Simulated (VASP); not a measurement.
Write the native input for VASP 6.6.1 that does the following.

* Task: single point
* Functional: PBEsol
* Potentials or basis: VASP PAW PBE potentials, release 64 (Ta_pv, C)
* Cutoff: 600 eV
* k mesh: 7 × 7 × 7
* Occupations: fermi-dirac, width 0.01 eV
* Spin: no spin polarisation
* Dipole correction: no
* Further INCAR settings: ALGO = Normal; EDIFF = 1e-06; NBANDS = 14

The structure of TaC lies in POSCAR:

```
TaC
1.0
    0.0000000000      2.2230000000      2.2230000000
    2.2230000000      0.0000000000      2.2230000000
    2.2230000000      2.2230000000      0.0000000000
Ta C
1 1
Direct
    0.0000000000      0.0000000000      0.0000000000
    0.5000000000      0.5000000000      0.5000000000
```

The input as run:

INCAR

```
PREC = Accurate ; ENCUT = 600
EDIFF = 1E-6 ; ISMEAR = -1
SIGMA = 0.01 ; LREAL = False
LASPH = True ; NELM = 120
ALGO = Normal ; ISIF = 2
LWAVE = False ; LCHARG = False
GGA = PS ; NBANDS = 14
GGA_COMPAT = False
```

KPOINTS

```
regular mesh
0
Gamma
  7 7 7
```

Potentials or basis: VASP PAW PBE potentials, release 64 (Ta_pv, C).

Launch:

```bash
$ cat potpaw_PBE.64/Ta_pv/POTCAR potpaw_PBE.64/C/POTCAR > POTCAR
$ mpirun -np 1 vasp_std > vasp.out
```

Results of the run:

* Pressure: -0.8 GPa
* Band gap on the k mesh: zero (an odd number of electrons rules out a gap without spin polarisation)

Caveat: the PAW data sets were made with another functional, which shifts forces and pressure a little; spin-orbit coupling is left out, which moves the levels of the heavy elements.

It took 13 s on 1 thread of AMD EPYC 7R43 64-Core Processor (Zen 3) (shared host), peak memory 0.13 GiB.
